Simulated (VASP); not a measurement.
B:

```xyz
1
Lattice="1.7024 0.0000 0.0000 -0.8512 1.4744 0.0000 0.0000 0.0000 3.6354" Properties=species:S:1:pos:R:3 pbc="T T T"
B     0.0000    0.0000    0.0000
```

Base run:

| Property | Result |
| --- | --- |
| Program | VASP 6.6.1 |
| Functional | r2SCAN |
| Potentials or basis | VASP PAW PBE potentials, release 64 (B) |
| Cutoff | 520 eV |
| k mesh | 36 × 36 × 14 |
| Occupations | gaussian, width 0.15 eV |
| Spin | no spin polarisation |

Its results: pressure 1.4 GPa.

**Question.** The run is repeated on the same cell with these changes: k mesh from 36 × 36 × 14 to 30 × 30 × 14. What comes out?

**Answer.** Pressure 0.9 GPa.

Caveats: the PAW data sets were made with another functional, which shifts forces and pressure a little.
